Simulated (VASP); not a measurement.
# ZnO (P6_3/mmc) in VASP: settings compared

ZnO is run at these levels: PBEsol, r2SCAN+rVV10; tasks: single point, relaxation of cell and atoms.

Program: VASP 6.6.1. These are calculated values, not measurements. Logs are shortened: lines on timing, memory, paths and dates and some standing lists are left out, and cuts for length are marked.

## 1. The cell of the first run

The structure is hexagonal, space group P6_3/mmc (No. 194). Conventional cell: a = 2.978 Å, b = 2.978 Å, c = 5.119 Å, α = 90.00°, β = 90.00°, γ = 120.00°. Within 2.8 Å of Zn (site symmetry -3m) lie 6 O at 2.14 Å and 2 Zn at 2.56 Å. O (site symmetry -6m2) has 6 Zn at 2.14 Å within 2.8 Å.

## 2. Single point, PBEsol

INCAR

```
SYSTEM = ZnO
ALGO = Normal
EDIFF = 1E-6
ENCUT = 520
GGA = PS
ISIF = 2
ISMEAR = -1
LASPH = .TRUE.
LCHARG = .FALSE.
LREAL = .FALSE.
LWAVE = .FALSE.
NBANDS = 26
NELM = 100
PREC = Accurate
SIGMA = 0.03
```

KPOINTS

```
k-points
0
G
  9 9 6
  0 0 0
```

POSCAR

```
ZnO
1.0
    2.9776021112      0.0000000000      0.0000000000
   -1.4888010556      2.5786790707      0.0000000000
    0.0000000000      0.0000000000      5.1189865965
Zn O
2 2
Direct
    0.0000000000      0.0000000000      0.0000000000
    0.0000000000      0.0000000000      0.5000000000
    0.3333333333      0.6666666667      0.2500000000
    0.6666666667      0.3333333333      0.7500000000
```

Potentials or basis: VASP PAW PBE potentials, release 64 (Zn, O).

Launch:

```bash
> cat potpaw_PBE.64/Zn/POTCAR potpaw_PBE.64/O/POTCAR > POTCAR
> mpirun -np 1 vasp_std > vasp.out
```

OUTCAR:

```text
SYSTEM = ZnO
   EDIFF = 1E-6
   ENCUT = 520
   GGA = PS
   ISIF = 2
   ISMEAR = -1
   LASPH = .TRUE.
   LREAL = .FALSE.
   NELM = 100
   PREC = Accurate

 ion  position               nearest neighbor table
   1  0.000  0.000  0.000-   3 2.14   4 2.14   4 2.14   3 2.14   4 2.14   3 2.14   2 2.56   2 2.56

   2  0.000  0.000  0.500-   3 2.14   4 2.14   4 2.14   3 2.14   4 2.14   3 2.14   1 2.56   1 2.56

   3  0.333  0.667  0.250-   1 2.14   2 2.14   1 2.14   2 2.14   1 2.14   2 2.14
   4  0.667  0.333  0.750-   1 2.14   2 2.14   1 2.14   2 2.14   1 2.14   2 2.14

  LATTYP: Found a hexagonal cell.
 ALAT       =     2.9776021112
 C/A-ratio  =     1.7191640808

  Lattice vectors:

 A1 = (   2.9776021112,   0.0000000000,   0.0000000000)
 A2 = (  -1.4888010556,   2.5786790707,   0.0000000000)
 A3 = (   0.0000000000,   0.0000000000,   5.1189865965)

Analysis of symmetry for initial positions (statically):
=====================================================================
 Subroutine PRICEL returns:
 Original cell was already a primitive cell.

 Routine SETGRP: Setting up the symmetry group for a
 hexagonal supercell.

 Subroutine GETGRP returns: Found 24 space group operations
 (whereof 12 operations were pure point group operations)
 out of a pool of 24 trial point group operations.

The static configuration has the point symmetry D_3d.
 The point group associated with its full space group is D_6h.

Analysis of symmetry for dynamics (positions and initial velocities):
=====================================================================
 Subroutine PRICEL returns:
 Original cell was already a primitive cell.

 Routine SETGRP: Setting up the symmetry group for a
 hexagonal supercell.

 Subroutine GETGRP returns: Found 24 space group operations
 (whereof 12 operations were pure point group operations)
 out of a pool of 24 trial point group operations.

The dynamic configuration has the point symmetry D_3d.
 The point group associated with its full space group is D_6h.

 Subroutine INISYM returns: Found 24 space group operations
 (whereof 12 operations are pure point group operations),
 and found     1 'primitive' translations

----------------------------------------------------------------------------------------

                                     Primitive cell

  volume of cell :      39.3050

  direct lattice vectors                    reciprocal lattice vectors
     2.977602111  0.000000000  0.000000000     0.335840708  0.193897723  0.000000000
    -1.488801056  2.578679071  0.000000000     0.000000000  0.387795446  0.000000000
     0.000000000  0.000000000  5.118986597     0.000000000  0.000000000  0.195351166

  length of vectors
     2.977602111  2.977602111  5.118986597     0.387795446  0.387795446  0.195351166

  position of ions in fractional coordinates (direct lattice)
     0.000000000  0.000000000  0.000000000
     0.000000000  0.000000000  0.500000000
     0.333333333  0.666666667  0.250000000
     0.666666667  0.333333333  0.750000000

  ion indices of the primitive-cell ions
   primitive index   ion index
                 1           1
                 2           2
                 3           3
                 4           4

----------------------------------------------------------------------------------------

 KPOINTS: k-points

Automatic generation of k-mesh.
 Grid dimensions read from file:
 generate k-points for:    9    9    6

 Generating k-lattice:

  Cartesian coordinates                     Fractional coordinates (reciprocal lattice)
     0.037315634  0.021544191  0.000000000     0.111111111  0.000000000  0.000000000
     0.000000000  0.043088383  0.000000000     0.000000000  0.111111111  0.000000000
     0.000000000  0.000000000  0.032558528     0.000000000  0.000000000  0.166666667

  Length of vectors
     0.043088383  0.043088383  0.032558528

  Shift w.r.t. Gamma in fractional coordinates (k-lattice)
     0.000000000  0.000000000  0.000000000

 Subroutine IBZKPT returns following result:
 ===========================================

 Found     48 irreducible k-points:

 Following reciprocal coordinates:
            Coordinates               Weight
  0.000000  0.000000  0.000000      1.000000
  0.111111  0.000000  0.000000      6.000000
  0.222222  0.000000  0.000000      6.000000
  0.333333  0.000000  0.000000      6.000000
  0.444444  0.000000  0.000000      6.000000
  0.111111  0.111111  0.000000      6.000000
[... 16 lines left out ...]
  0.333333  0.222222  0.166667     24.000000
  0.333333  0.333333  0.166667      4.000000
 [... further k-points ...]
   k-points           NKPTS =     48   k-points in BZ     NKDIM =     48   number of bands    NBANDS=     26
   number of dos      NEDOS =    301   number of ions     NIONS =      4
   total plane-waves  NPLWV =  23040
   dimension x,y,z NGX =    24 NGY =   24 NGZ =   40
   dimension x,y,z NGXF=    48 NGYF=   48 NGZF=   80
   ions per type =               2   2
   NGX,Y,Z   is equivalent  to a cutoff of  13.40, 13.40, 12.99 a.u.
   NGXF,Y,Z  is equivalent  to a cutoff of  26.80, 26.80, 25.98 a.u.
 SYSTEM =  ZnO
   PREC   = accura    normal or accurate (medium, high low for compatibility)
   ISTART =      0    job   : 0-new  1-cont  2-samecut
   ICHARG =      2    charge: 1-file 2-atom 10-const
   ISPIN  =      1    spin polarized calculation?
   LNONCOLLINEAR =      F non collinear calculations
   LSORBIT =      F    spin-orbit coupling
   LASPH  =      T    aspherical Exc in radial PAW
   ENCUT  =  520.0 eV  38.22 Ry    6.18 a.u.   5.54  5.54  9.52*2*pi/ulx,y,z
   NELM   =    100;   NELMIN=  2; NELMDL= -5     # of ELM steps
   EDIFF  = 0.1E-05   stopping-criterion for ELM
   LREAL  =      F    real-space projection
   EDIFFG = 0.1E-04   stopping-criterion for IOM
   NSW    =      0    number of steps for IOM
   IBRION =     -1    ionic relax: 0-MD 1-quasi-New 2-CG
   NFREE  =      0    steps in history (QN), initial steepest desc. (CG)
   ISIF   =      2    stress and relaxation
   ISYM   =      2    0-nonsym 1-usesym 2-fastsym
   POTIM  = 0.5000    time-step for ionic-motion
   TEBEG  =    0.0;   TEEND  =   0.0 temperature during run
   PSTRESS=    0.0 pullay stress
   NELECT =      36.0000    total number of electrons
   NUPDOWN=      -1.0000    fix difference up-down
   EMIN   =  10.00;   EMAX   =-10.00  energy-range for DOS
   EFERMI =   0.00;   METHOD = LEGACY
   ISMEAR =    -1;   SIGMA  =   0.03  broadening in eV -4-tet -1-fermi 0-gaus
   EFERMI_NEDOS =   21; number of points for ismear=-14 and -15
   IALGO  =     38    algorithm
   IMIX   =      4    mixing-type and parameters
     AMIX     =   0.40;   BMIX     =  1.00
     AMIX_MAG =   1.60;   BMIX_MAG =  1.00
  volume/ion in A,a.u.               =       9.83        66.31
  Fermi-wavevector in a.u.,A,eV,Ry     =   1.589863  3.004405 34.390958  2.527664
  Thomas-Fermi vector in A             =   2.688647
   LORBIT       =      0    0 simple, 1 ext, 2 COOP (PROOUT), +10 PAW based schemes
   GGA     = PS    functional components
   LHFCALC =     F    Hartree Fock is set to
   AEXX    =    0.0000 exact exchange contribution
   IVDW    =     0    specifies the selected vdW correction
   LEPSILON=     F    determine dielectric tensor
   LRPA    =     F    only Hartree local field effects (RPA)
 non-spin polarized calculation
  energy-cutoff  :      520.00
  volume of cell :       39.31
 maximum number of plane-waves:      1081
 NGX is ok and might be reduce to    24
   NGX = 11   NGY = 11   NGZ = 19

 number of electron      35.9999983 magnetization

 Free energy of the ion-electron system (eV)
  ---------------------------------------------------
  ext. energy  EPLUGINS =         0.00000000
  ---------------------------------------------------
  free energy    TOTEN  =       -18.65205485 eV

  energy without entropy =      -18.65205471  energy(sigma->0) =      -18.65205478

 E-fermi :   2.9023     XC(G=0): -12.5022

 val. band max:        2.5491323389   @ k =   0.0000   0.0000   0.0000
 cond. band min:       3.2028850501   @ k =   0.0000   0.0000   0.0000
 fundamental gap:      0.6537527112
 Fermi energy:         2.9022547559

 k-point     1 :       0.0000    0.0000    0.0000
  band No.  band energies     occupation
      1     -15.9930      2.00000
      2     -14.7219      2.00000
      3      -5.0005      2.00000
      4      -3.3110      2.00000
      5      -3.3110      2.00000
      6      -3.1280      2.00000
[... 18 lines left out ...]
     25      20.3783      0.00000
     26      20.6403      0.00000

 k-point     2 :       0.1111    0.0000    0.0000
  band No.  band energies     occupation
      1     -15.8644      2.00000
      2     -14.6786      2.00000
      3      -4.7869      2.00000
      4      -3.2893      2.00000
      5      -3.2829      2.00000
      6      -3.1356      2.00000
[... 18 lines left out ...]
     25      18.4492      0.00000
     26      19.2515      0.00000

 k-point     3 :       0.2222    0.0000    0.0000
  band No.  band energies     occupation
      1     -15.5135      2.00000
      2     -14.5693      2.00000
      3      -4.2101      2.00000
      4      -3.3375      2.00000
      5      -3.2588      2.00000
      6      -3.2171      2.00000
[... 18 lines left out ...]
     25      17.2409      0.00000
     26      17.4259      0.00000

 k-point     4 :       0.3333    0.0000    0.0000
  band No.  band energies     occupation
      1     -15.0503      2.00000
      2     -14.4594      2.00000
      3      -4.1355      2.00000
      4      -3.6610      2.00000
      5      -3.3182      2.00000
      6      -3.0939      2.00000
[... 18 lines left out ...]
     25      16.0709      0.00000
     26      17.7474      0.00000
[... 496 lines left out ...]
      1     -14.8084      2.00000
      2     -14.4346      2.00000
      3      -4.1446      2.00000
      4      -3.4979      2.00000
      5      -3.2734      2.00000
      6      -3.2184      2.00000
[... 18 lines left out ...]
     25      13.7875      0.00000
     26      18.8417      0.00000

 k-point    23 :       0.3333    0.2222    0.1667
  band No.  band energies     occupation
      1     -14.5216      2.00000
      2     -14.3950      2.00000
      3      -4.3758      2.00000
      4      -3.6490      2.00000
      5      -3.3737      2.00000
      6      -3.3198      2.00000
[... 18 lines left out ...]
     25      13.6360      0.00000
     26      19.0112      0.00000

 k-point    24 :       0.3333    0.3333    0.1667
  band No.  band energies     occupation
      1     -14.4010      2.00000
      2     -14.4010      2.00000
      3      -4.1484      2.00000
      4      -3.7279      2.00000
      5      -3.7279      2.00000
      6      -3.1353      2.00000
[... 18 lines left out ...]
     25      13.5450      0.00000
     26      20.5678      0.00000

 [... further k-points ...]

------------------------ aborting loop because EDIFF is reached ----------------------------------------

  FORCE on cell =-STRESS in cart. coord.  units (eV):
  Direction    XX          YY          ZZ          XY          YZ          ZX
  --------------------------------------------------------------------------------------
  -------------------------------------------------------------------------------------
  Total        0.2578582      0.2578582      0.2885688      0.0000000     -0.0000000     -0.0000000
  in kB       10.5109879     10.5109879     11.7628366      0.0000000     -0.0000000     -0.0000000
  external PRESSURE =      10.9282708 kB  Pullay stress =       0.0000000 kB

 VOLUME and BASIS-vectors are now :
 -----------------------------------------------------------------------------
  energy-cutoff  :      520.00
  volume of cell :       39.31
      direct lattice vectors                 reciprocal lattice vectors
     2.977602111  0.000000000  0.000000000     0.335840708  0.193897723  0.000000000
    -1.488801056  2.578679071  0.000000000     0.000000000  0.387795446  0.000000000
     0.000000000  0.000000000  5.118986597     0.000000000  0.000000000  0.195351166

 POSITION                                       TOTAL-FORCE (eV/Angst)
 -----------------------------------------------------------------------------------
      0.00000      0.00000      0.00000         0.000000      0.000000      0.000000
      0.00000      0.00000      2.55949        -0.000000      0.000000      0.000000
     -0.00000      1.71912      1.27975        -0.000000      0.000000      0.000000
      1.48880      0.85956      3.83924         0.000000     -0.000000      0.000000
 -----------------------------------------------------------------------------------
    total drift:                               -0.000000      0.000000      0.000000

  FREE ENERGIE OF THE ION-ELECTRON SYSTEM (eV)
  ---------------------------------------------------
  free  energy   TOTEN  =       -18.6520548531 eV

  energy  without entropy=      -18.6520547149  energy(sigma->0) =      -18.65205478
```

Run time: 60 s. Hardware: 1 thread of Intel Xeon 8259CL, shared host; peak memory 0.18 GiB.

Results:

```
Free energy            : -18.6521 eV
Pressure               : 1.1 GPa
Band gap on the k mesh : 0.65 eV
```

Stress tensor (GPa, compression positive):
```
1.05 0.00 0.00
0.00 1.05 0.00
0.00 0.00 1.18
```

Levels at points of the mesh, in eV from the valence-band top:
```tsv
k point	band 15	band 16	band 17	band 18	band 19	band 20	band 21	band 22
(0.00, 0.00, 0.00)	-1.26	-1.26	0.00	0.00	0.65	5.47	8.62	13.88
(0.00, 0.00, 0.50)	-0.54	-0.54	-0.54	-0.54	3.75	3.75	10.90	10.90
```

Caveat: the PAW data sets were made with another functional, which shifts forces and pressure a little.

## 3. Relaxation of cell and atoms, PBEsol

This run uses another cell than the first one, of 6.15 Å³/atom.

INCAR

```
SYSTEM = ZnO
PREC     = Accurate       ! precision mode
ENCUT    = 600            ! plane-wave cutoff, eV
EDIFF    = 1E-7           ! SCF threshold, eV
ISMEAR   = -1             ! smearing method
SIGMA    = 0.03           ! smearing width, eV
LREAL    = .FALSE.        ! projectors in reciprocal space
LASPH    = .TRUE.         ! aspherical terms in the spheres
NELM     = 60             ! most SCF steps
ALGO     = Normal         ! electronic algorithm
ISIF     = 3              ! what is computed and relaxed
LWAVE    = .FALSE.        ! write WAVECAR
LCHARG   = .FALSE.        ! write CHGCAR
GGA      = PS             ! functional
IBRION   = 2              ! ionic algorithm
NSW      = 100            ! ionic steps
EDIFFG   = -0.01          ! ionic threshold
```

KPOINTS

```
Automatic mesh
0
G
  9 9 6
  0 0 0
```

POSCAR

```
ZnO
1.0
    2.5933044300      0.0000000000      0.0000000000
   -1.2966522150      2.2458675161      0.0000000000
    0.0000000000      0.0000000000      4.2270862209
Zn O
2 2
Direct
    0.0000000000      0.0000000000      0.0000000000
    0.0000000000      0.0000000000      0.5000000000
    0.3333333333      0.6666666667      0.2500000000
    0.6666666667      0.3333333333      0.7500000000
```

Potentials or basis: VASP PAW PBE potentials, release 64 (Zn, O).

Launch:

```bash
> cat potpaw_PBE.64/Zn/POTCAR potpaw_PBE.64/O/POTCAR > POTCAR
> mpirun -np 1 vasp_std > vasp.out
```

Wall time 6.3 min (1 thread of Intel Xeon 8259CL, shared host); peak memory 0.17 GiB.

Results (log left out):

| Item | Value |
| --- | --- |
| Free energy | -18.5844 eV |
| Relaxed volume | 9.78 Å³/atom |
| Relaxed cell | a = 2.976 Å, b = 2.976 Å, c = 5.098 Å, α = 90.00°, β = 90.00°, γ = 120.00° |
| Space group after relaxing (to 0.1 Å) | P6_3/mmc (No. 194) |
| Pressure after relaxing | 0.1 GPa |
| Band gap on the k mesh | 0.69 eV |

Final structure:
```
CELL_PARAMETERS angstrom
2.97643 0.00000 0.00000
-1.48822 2.57767 0.00000
0.00000 0.00000 5.09839
ATOMIC_POSITIONS crystal
Zn 0.00000 0.00000 0.00000
Zn 0.00000 0.00000 0.50000
O 0.33333 0.66667 0.25000
O 0.66667 0.33333 0.75000
```

Levels at points of the mesh, in eV from the valence-band top:
```
           k point  band 14  band 15  band 16  band 17  band 18  band 19  band 20  band 21  band 22
(0.00, 0.00, 0.00)    -1.64    -1.29    -1.29     0.00     0.00     0.69     5.46     8.71    13.87
(0.00, 0.00, 0.50)    -3.77    -0.55    -0.55    -0.55    -0.55     3.78     3.78    10.96    10.96
```

Caveat: the volume moved by over 15 % at a fixed basis, so the end points are rough; the PAW data sets were made with another functional, which shifts forces and pressure a little.

## 4. Single point, r2SCAN+rVV10

This run uses another cell than the first one, of 9.74 Å³/atom.

POSCAR

```
ZnO
1.0
    2.9662927299      0.0000000000      0.0000000000
   -1.4831463649      2.5688848591      0.0000000000
    0.0000000000      0.0000000000      5.1142657280
Zn O
2 2
Direct
    0.0000000000      0.0000000000      0.0000000000
    0.0000000000      0.0000000000      0.5000000000
    0.3333333333      0.6666666667      0.2500000000
    0.6666666667      0.3333333333      0.7500000000
```

INCAR.step1

```
ALGO     = Normal         # electronic algorithm
EDIFF    = 1E-4           # SCF threshold, eV
ENCUT    = 520            # plane-wave cutoff, eV
GGA      = PE             # functional
ISMEAR   = -1             # smearing method
LASPH    = T              # aspherical terms in the spheres
LCHARG   = F              # write CHGCAR
LREAL    = F              # projectors in reciprocal space
LWAVE    = T              # write WAVECAR
NBANDS   = 26             # bands
NELM     = 100            # most SCF steps
PREC     = Accurate       # precision mode
SIGMA    = 0.03           # smearing width, eV
```

INCAR.step2

```
ALGO     = Normal         # electronic algorithm
BPARAM   = 11.95        
CPARAM   = 0.0093       
EDIFF    = 1E-6           # SCF threshold, eV
ENCUT    = 520            # plane-wave cutoff, eV
ISIF     = 2              # what is computed and relaxed
ISMEAR   = -1             # smearing method
ISTART   = 1            
IVDW_NL  = 2            
LASPH    = T              # aspherical terms in the spheres
LCHARG   = F              # write CHGCAR
LMIXTAU  = T            
LREAL    = F              # projectors in reciprocal space
LUSE_VDW = T            
LWAVE    = F              # write WAVECAR
METAGGA  = R2SCAN         # meta-GGA
NBANDS   = 26             # bands
NELM     = 100            # most SCF steps
PREC     = Accurate       # precision mode
SIGMA    = 0.03           # smearing width, eV
```

KPOINTS

```
k-points
0
Gamma
  12 12 6
```

Launch:

```bash
> cat potpaw_PBE.64/Zn/POTCAR potpaw_PBE.64/O/POTCAR > POTCAR
> cp INCAR.step1 INCAR
> mpirun -np 1 vasp_std > vasp.out
> cp INCAR.step2 INCAR
> mpirun -np 1 vasp_std > vasp.out
```

It took 6 min on 1 thread of Intel Xeon 8259CL, shared host; peak memory 0.31 GiB.

The run converged. Its results:

| Item | Value |
| --- | --- |
| Free energy | -34.5621 eV |
| Pressure | 1.5 GPa |
| Band gap on the k mesh | 1.35 eV |

Stress tensor (GPa, compression positive):
```
1.33 0.00 0.00
0.00 1.33 0.00
0.00 0.00 1.74
```

Levels at points of the mesh, in eV from the valence-band top:
```
           k point  band 14  band 15  band 16  band 17  band 18  band 19  band 20  band 21  band 22  band 23
(0.00, 0.00, 0.00)    -1.73    -1.30    -1.30     0.00     0.00     1.35     6.38     9.57    15.04    15.04
(0.50, 0.00, 0.00)    -4.11    -3.46    -2.66    -0.75    -0.05     6.80     7.27     7.86    10.86    11.82
(0.00, 0.00, 0.50)    -3.77    -0.56    -0.56    -0.56    -0.56     4.48     4.48    11.87    11.87    16.10
(0.50, 0.00, 0.50)    -3.98    -1.43    -1.43    -1.22    -1.22     5.87     5.87    10.73    10.73    12.37
```

Caveat: the PAW data sets were made with another functional, which shifts forces and pressure a little.

## 5. Overview

| task | level | cell | k mesh | cutoff (eV) | gap on the mesh (eV) | pressure (GPa) |
| --- | --- | --- | --- | --- | --- | --- |
| single point | PBEsol | a = 2.978, b = 2.978, c = 5.119 Å, angles 90.0, 90.0, 120.0°, 4 atoms | 9 × 9 × 6 | 520 | 0.65 | 1.1 |
| relaxation of cell and atoms | PBEsol | relaxed from a = 2.593, b = 2.593, c = 4.227 Å, angles 90.0, 90.0, 120.0°, 4 atoms | 9 × 9 × 6 | 600 | 0.69 | 0.1 |
| single point | r2SCAN+rVV10 | a = 2.966, b = 2.966, c = 5.114 Å, angles 90.0, 90.0, 120.0°, 4 atoms | 12 × 12 × 6 | 520 | 1.35 | 1.5 |

Alike in all rows: potentials or basis VASP PAW PBE potentials, release 64 (Zn, O); no spin polarisation; smearing fermi-dirac 0.03 eV.

Caveats: the PAW data sets were made with another functional, which shifts forces and pressure a little; the volume moved by over 15 % at a fixed basis, so the end points are rough (at least some runs).

Total energies depend on the potentials used, so only differences within one code and one set of settings carry meaning.
